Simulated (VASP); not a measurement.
# GaCo (Cm) in VASP: a series of runs

GaCo is run at these levels: PBEsol; tasks: single point.

All numbers are computed with VASP 6.6.1; they aren't measurements. Logs are shortened: lines on timing, memory, paths and dates and some standing lists are left out, and cuts for length are marked.

## Step 1: The cell of the first run

The structure is monoclinic, space group Cm (No. 8). The conventional cell has a = 4.077 Å, b = 4.077 Å, c = 2.883 Å, α = 90.00°, β = 90.00°, γ = 90.00°. Within 2.9 Å of Ga (site symmetry m) lie 8 Co at 2.22 to 2.78 Å and 6 Ga at 2.88 Å. Co (site symmetry m) has 8 Ga at 2.22 to 2.78 Å and 6 Co at 2.88 Å within 2.9 Å.

## Step 2: Single point, PBEsol (atom 2 (Co) moved by (-0.200, -0.200) A along [1 1 0] and z)

Contents of INCAR:

```
PREC = Accurate ; ENCUT = 520
EDIFF = 1E-6 ; ISMEAR = 0
SIGMA = 0.15 ; LREAL = False
LASPH = True ; NELM = 80
ALGO = Fast ; ISIF = 2
LWAVE = False ; LCHARG = True
GGA = PS ; LELF = True
LVHAR = True ; NBANDS = 18
```

Contents of KPOINTS:

```
regular mesh
0
Gamma
  16 16 16
```

Contents of POSCAR:

```
GaCo
1.0
    2.8831000000      0.0000000000      0.0000000000
    0.0000000000      2.8831000000      0.0000000000
    0.0000000000      0.0000000000      2.8831000000
Ga Co
1 1
Direct
    0.5000000000      0.5000000000      0.5000000000
   -0.0490518387     -0.0490518387     -0.0693697756
```

Potentials or basis: VASP PAW PBE potentials, release 64 (Ga_d, Co).

Started as:

```console
$ cat potpaw_PBE.64/Ga_d/POTCAR potpaw_PBE.64/Co/POTCAR > POTCAR
$ mpirun -np 1 vasp_std > vasp.out
```

OUTCAR:

```text
PREC = Accurate
   ENCUT = 520
   EDIFF = 1E-6
   ISMEAR = 0
   LREAL = False
   LASPH = True
   NELM = 80
   ISIF = 2
   GGA = PS

 ion  position               nearest neighbor table
   1  0.500  0.500  0.500-   2 2.22   2 2.40   2 2.40   2 2.46   2 2.56   2 2.63   2 2.63   2 2.78

   2  0.951  0.951  0.931-   1 2.22   1 2.40   1 2.40   1 2.46   1 2.56   1 2.63   1 2.63   1 2.78

  LATTYP: Found a simple cubic cell.
 ALAT       =     2.8831000000

  Lattice vectors:

 A1 = (   2.8831000000,   0.0000000000,   0.0000000000)
 A2 = (   0.0000000000,   2.8831000000,   0.0000000000)
 A3 = (   0.0000000000,   0.0000000000,   2.8831000000)

Analysis of symmetry for initial positions (statically):
=====================================================================
 Subroutine PRICEL returns:
 Original cell was already a primitive cell.

 Routine SETGRP: Setting up the symmetry group for a
 simple cubic supercell.

 Subroutine GETGRP returns: Found  2 space group operations
 (whereof  2 operations were pure point group operations)
 out of a pool of 48 trial point group operations.

The static configuration has the point symmetry C_1h.

Analysis of symmetry for dynamics (positions and initial velocities):
=====================================================================
 Subroutine PRICEL returns:
 Original cell was already a primitive cell.

 Routine SETGRP: Setting up the symmetry group for a
 simple cubic supercell.

 Subroutine GETGRP returns: Found  2 space group operations
 (whereof  2 operations were pure point group operations)
 out of a pool of 48 trial point group operations.

The dynamic configuration has the point symmetry C_1h.

 Subroutine INISYM returns: Found  2 space group operations
 (whereof  2 operations are pure point group operations),
 and found     1 'primitive' translations

----------------------------------------------------------------------------------------

                                     Primitive cell

  volume of cell :      23.9651

  direct lattice vectors                    reciprocal lattice vectors
     2.883100000  0.000000000  0.000000000     0.346848878  0.000000000  0.000000000
     0.000000000  2.883100000  0.000000000     0.000000000  0.346848878  0.000000000
     0.000000000  0.000000000  2.883100000     0.000000000  0.000000000  0.346848878

  length of vectors
     2.883100000  2.883100000  2.883100000     0.346848878  0.346848878  0.346848878

  position of ions in fractional coordinates (direct lattice)
     0.500000000  0.500000000  0.500000000
     0.950948161  0.950948161  0.930630224

  ion indices of the primitive-cell ions
   primitive index   ion index
                 1           1
                 2           2

----------------------------------------------------------------------------------------

 KPOINTS: regular mesh

Automatic generation of k-mesh.
 Grid dimensions read from file:
 generate k-points for:   16   16   16

 Generating k-lattice:

  Cartesian coordinates                     Fractional coordinates (reciprocal lattice)
     0.021678055  0.000000000  0.000000000     0.062500000  0.000000000  0.000000000
     0.000000000  0.021678055  0.000000000     0.000000000  0.062500000  0.000000000
     0.000000000  0.000000000  0.021678055     0.000000000  0.000000000  0.062500000

  Length of vectors
     0.021678055  0.021678055  0.021678055

  Shift w.r.t. Gamma in fractional coordinates (k-lattice)
     0.000000000  0.000000000  0.000000000

 Subroutine IBZKPT returns following result:
 ===========================================

 Found   1098 irreducible k-points:

 Following reciprocal coordinates:
            Coordinates               Weight
  0.000000  0.000000  0.000000      1.000000
  0.062500  0.000000  0.000000      4.000000
  0.000000  0.000000  0.062500      2.000000
  0.125000  0.000000  0.000000      4.000000
  0.000000  0.000000  0.125000      2.000000
  0.187500  0.000000  0.000000      4.000000
[... 16 lines left out ...]
  0.000000  0.125000  0.062500      4.000000
  0.062500  0.000000  0.125000      4.000000
 [... further k-points ...]
   k-points           NKPTS =   1098   k-points in BZ     NKDIM =   1098   number of bands    NBANDS=     18
   number of dos      NEDOS =    301   number of ions     NIONS =      2
   total plane-waves  NPLWV =  13824
   dimension x,y,z NGX =    24 NGY =   24 NGZ =   24
   dimension x,y,z NGXF=    48 NGYF=   48 NGZF=   48
   ions per type =               1   1
   NGX,Y,Z   is equivalent  to a cutoff of  13.84, 13.84, 13.84 a.u.
   NGXF,Y,Z  is equivalent  to a cutoff of  27.68, 27.68, 27.68 a.u.
 SYSTEM =  unknown system
   PREC   = accura    normal or accurate (medium, high low for compatibility)
   ISTART =      0    job   : 0-new  1-cont  2-samecut
   ICHARG =      2    charge: 1-file 2-atom 10-const
   ISPIN  =      1    spin polarized calculation?
   LNONCOLLINEAR =      F non collinear calculations
   LSORBIT =      F    spin-orbit coupling
   LASPH  =      T    aspherical Exc in radial PAW
   ENCUT  =  520.0 eV  38.22 Ry    6.18 a.u.   5.36  5.36  5.36*2*pi/ulx,y,z
   NELM   =     80;   NELMIN=  2; NELMDL= -5     # of ELM steps
   EDIFF  = 0.1E-05   stopping-criterion for ELM
   LREAL  =      F    real-space projection
   EDIFFG = 0.1E-04   stopping-criterion for IOM
   NSW    =      0    number of steps for IOM
   IBRION =     -1    ionic relax: 0-MD 1-quasi-New 2-CG
   NFREE  =      0    steps in history (QN), initial steepest desc. (CG)
   ISIF   =      2    stress and relaxation
   ISYM   =      2    0-nonsym 1-usesym 2-fastsym
   POTIM  = 0.5000    time-step for ionic-motion
   TEBEG  =    0.0;   TEEND  =   0.0 temperature during run
   PSTRESS=    0.0 pullay stress
   NELECT =      22.0000    total number of electrons
   NUPDOWN=      -1.0000    fix difference up-down
   EMIN   =  10.00;   EMAX   =-10.00  energy-range for DOS
   EFERMI =   0.00;   METHOD = LEGACY
   ISMEAR =     0;   SIGMA  =   0.15  broadening in eV -4-tet -1-fermi 0-gaus
   EFERMI_NEDOS =   21; number of points for ismear=-14 and -15
   IALGO  =     68    algorithm
   IMIX   =      4    mixing-type and parameters
     AMIX     =   0.40;   BMIX     =  1.00
     AMIX_MAG =   1.60;   BMIX_MAG =  1.00
  volume/ion in A,a.u.               =      11.98        80.86
  Fermi-wavevector in a.u.,A,eV,Ry     =   1.591070  3.006687 34.443210  2.531504
  Thomas-Fermi vector in A             =   2.689667
   LORBIT       =      0    0 simple, 1 ext, 2 COOP (PROOUT), +10 PAW based schemes
   GGA     = PS    functional components
   LHFCALC =     F    Hartree Fock is set to
   AEXX    =    0.0000 exact exchange contribution
   IVDW    =     0    specifies the selected vdW correction
   LEPSILON=     F    determine dielectric tensor
   LRPA    =     F    only Hartree local field effects (RPA)
 non-spin polarized calculation
 RMM-DIIS sequential band-by-band and
 Gauss-broadening in eV      SIGMA  =   0.15
  energy-cutoff  :      520.00
  volume of cell :       23.97
 maximum number of plane-waves:       662
 NGX is ok and might be reduce to    24
   NGX = 11   NGY = 11   NGZ = 11

 number of electron      22.0000014 magnetization

 Free energy of the ion-electron system (eV)
  ---------------------------------------------------
  ext. energy  EPLUGINS =         0.00000000
  ---------------------------------------------------
  free energy    TOTEN  =       -11.49848419 eV

  energy without entropy =      -11.48436816  energy(sigma->0) =      -11.49142618

 E-fermi :   9.4944     XC(G=0): -13.2933

 val. band max:        9.4866980539   @ k =   0.5000   0.3125   0.0000
 cond. band min:       9.4948597751   @ k =  -0.4375  -0.4375   0.1250
 fundamental gap:      0.0081617212
 Fermi energy:         9.4944469430

 k-point     1 :       0.0000    0.0000    0.0000
  band No.  band energies     occupation
      1      -5.5583      2.00000
      2      -5.5577      2.00000
      3      -5.2450      2.00000
      4      -5.1983      2.00000
      5      -5.1939      2.00000
      6      -2.5096      2.00000
[... 10 lines left out ...]
     17      21.5238      0.00000
     18      32.4576      0.00000

 k-point     2 :       0.0625    0.0000    0.0000
  band No.  band energies     occupation
      1      -5.5561      2.00000
      2      -5.5475      2.00000
      3      -5.2475      2.00000
      4      -5.2007      2.00000
      5      -5.1964      2.00000
      6      -2.4362      2.00000
[... 10 lines left out ...]
     17      21.9725      0.00000
     18      31.8261      0.00000

 k-point     3 :       0.0000    0.0000    0.0625
  band No.  band energies     occupation
      1      -5.5565      2.00000
      2      -5.5473      2.00000
      3      -5.2470      2.00000
      4      -5.2024      2.00000
      5      -5.1950      2.00000
      6      -2.4363      2.00000
[... 10 lines left out ...]
     17      21.8919      0.00000
     18      31.9757      0.00000

 k-point     4 :       0.1250    0.0000    0.0000
  band No.  band energies     occupation
      1      -5.5511      2.00000
      2      -5.5178      2.00000
      3      -5.2552      2.00000
      4      -5.2115      2.00000
      5      -5.1986      2.00000
      6      -2.2157      2.00000
[... 375 lines left out ...]
      4      -5.2132      2.00000
      5      -5.2033      2.00000
      6      -2.1427      2.00000
[... 10 lines left out ...]
     17      23.5769      0.00000
     18      29.1765      0.00000

 k-point    23 :       0.0000    0.1250    0.0625
  band No.  band energies     occupation
      1      -5.5434      2.00000
      2      -5.5126      2.00000
      3      -5.2560      2.00000
      4      -5.2141      2.00000
      5      -5.2030      2.00000
      6      -2.1428      2.00000
[... 10 lines left out ...]
     17      23.5571      0.00000
     18      29.2563      0.00000

 k-point    24 :       0.0625    0.0000    0.1250
  band No.  band energies     occupation
      1      -5.5434      2.00000
      2      -5.5130      2.00000
      3      -5.2547      2.00000
      4      -5.2161      2.00000
      5      -5.2020      2.00000
      6      -2.1431      2.00000
[... 10 lines left out ...]
     17      23.4417      0.00000
     18      29.2423      0.00000

 [... further k-points ...]
[... 5 lines left out ...]
  --------------------------------------------------------------------------------------
  -------------------------------------------------------------------------------------
  Total       -0.1517419     -0.1517419     -0.3746578      0.6041897      0.7899981      0.7899981
  in kB      -10.1446485    -10.1446485    -25.0476086     40.3928745     52.8150278     52.8150246
  external PRESSURE =     -15.1123019 kB  Pullay stress =       0.0000000 kB

 VOLUME and BASIS-vectors are now :
 -----------------------------------------------------------------------------
  energy-cutoff  :      520.00
  volume of cell :       23.97
      direct lattice vectors                 reciprocal lattice vectors
     2.883100000  0.000000000  0.000000000     0.346848878  0.000000000  0.000000000
     0.000000000  2.883100000  0.000000000     0.000000000  0.346848878  0.000000000
     0.000000000  0.000000000  2.883100000     0.000000000  0.000000000  0.346848878

 POSITION                                       TOTAL-FORCE (eV/Angst)
 -----------------------------------------------------------------------------------
      1.44155      1.44155      1.44155        -1.052911     -1.052911     -1.363249
      2.74168      2.74168      2.68310         1.052911      1.052911      1.363249
 -----------------------------------------------------------------------------------
    total drift:                                0.000074      0.000074      0.000104

  FREE ENERGIE OF THE ION-ELECTRON SYSTEM (eV)
  ---------------------------------------------------
  free  energy   TOTEN  =       -11.4984841939 eV

  energy  without entropy=      -11.4843681620  energy(sigma->0) =      -11.49142618
```

Run time: 9.5 min. Hardware: 1 thread of AMD EPYC 7R13 (Zen 3), shared host; peak memory 0.53 GiB.

What came out:

| Quantity | Value |
| --- | --- |
| Free energy | -11.4985 eV |
| Pressure | -1.5 GPa |
| Largest force | 2.019 eV/Å |
| Band gap on the k mesh | zero (bands 11 and 12 overlap by 1.46 eV) |

Forces in eV/Å, atoms in the order of the input:
```
Ga  -1.053 -1.053 -1.363
Co   1.053  1.053  1.363
```

Levels at points of the mesh, in eV from the Fermi level:
| k point | band 7 | band 8 | band 9 | band 10 | band 11 | band 12 | band 13 | band 14 | band 15 | band 16 |
| --- | --- | --- | --- | --- | --- | --- | --- | --- | --- | --- |
| (0.00, 0.00, 0.00) | -2.62 | -2.60 | -0.79 | -0.72 | -0.71 | 5.37 | 5.38 | 5.51 | 10.89 | 11.00 |
| (0.50, 0.00, 0.00) | -6.76 | -2.30 | -1.73 | -1.64 | -0.68 | 0.10 | 9.95 | 10.29 | 12.12 | 12.49 |
| (0.00, 0.00, 0.50) | -6.73 | -2.32 | -1.72 | -1.66 | -0.70 | 0.13 | 10.08 | 10.24 | 11.99 | 12.66 |
| (0.50, 0.50, 0.00) | -3.30 | -3.13 | -2.24 | -1.18 | -1.14 | -0.26 | 2.24 | 3.13 | 11.76 | 15.31 |
| (0.00, 0.50, 0.50) | -3.37 | -3.10 | -2.16 | -1.23 | -1.16 | -0.25 | 2.23 | 3.12 | 11.72 | 15.25 |
| (0.50, 0.50, 0.50) | -4.03 | -4.02 | -0.22 | -0.21 | 0.68 | 3.17 | 3.45 | 3.70 | 5.03 | 5.26 |

Caveat: the cell differs from its parent crystal (atom 2 (Co) moved by (-0.200, -0.200) A along [1 1 0] and z); the PAW data sets were made with another functional, which shifts forces and pressure a little; the run has no spin polarisation, though such a crystal can be magnetic. Spin polarisation is off, so any magnetic state and its effect on volume and gap are missing.

(Continued in part 2 of 2.)
